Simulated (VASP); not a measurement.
Write the native input for VASP 6.6.1 that does the following.

```yaml
Task: single point
Functional: LDA
Potentials_or_basis: VASP PAW LDA potentials, release 64 (Ag)
Cutoff: 520 eV
k_mesh: 13 × 13 × 13
Occupations: fermi-dirac, width 0.05 eV
Spin: no spin polarisation
Dipole_correction: no
Further_INCAR_settings: ALGO = Normal; EDIFF = 1e-06; NBANDS = 18
```

The structure of Ag lies in POSCAR:

```
Ag
1.0
    0.0000000000      2.6327581921      2.6327581921
    2.6327581921      0.0000000000      2.6327581921
    2.6327581921      2.6327581921      0.0000000000
Ag
2
Direct
   -0.1250000000     -0.1250000000     -0.1250000000
    0.1250000000      0.1250000000      0.1250000000
```

This cell differs from its parent crystal: volume scaled by 0.7.

One way to write it, as run:

INCAR

```
SYSTEM = Ag
PREC     = Accurate       ! precision mode
ENCUT    = 520            ! plane-wave cutoff, eV
EDIFF    = 1E-6           ! SCF threshold, eV
ISMEAR   = -1             ! smearing method
SIGMA    = 0.05           ! smearing width, eV
LREAL    = .False.        ! projectors in reciprocal space
LASPH    = .True.         ! aspherical terms in the spheres
NELM     = 80             ! most SCF steps
ALGO     = Normal         ! electronic algorithm
ISIF     = 2              ! what is computed and relaxed
LWAVE    = .False.        ! write WAVECAR
LCHARG   = .False.        ! write CHGCAR
GGA      = CA             ! functional
NBANDS   = 18             ! bands
```

KPOINTS

```
regular mesh
0
Gamma
  13 13 13
  0 0 0
```

Potentials or basis: VASP PAW LDA potentials, release 64 (Ag).

The run is started by

```bash
$ cat potpaw_LDA.64/Ag/POTCAR > POTCAR
$ mpirun -np 1 vasp_std > vasp.out
```

Results of the run:

```yaml
Pressure: 48.2 GPa
Band_gap_on_the_k_mesh: zero (band 11 reaches 8.24 eV, above the bottom of band 12 at 7.17 eV)
```

Run time: 31 s on 1 thread of AMD EPYC 7R13 Processor (Zen 3), with other jobs on the host, peak memory 0.14 GiB.
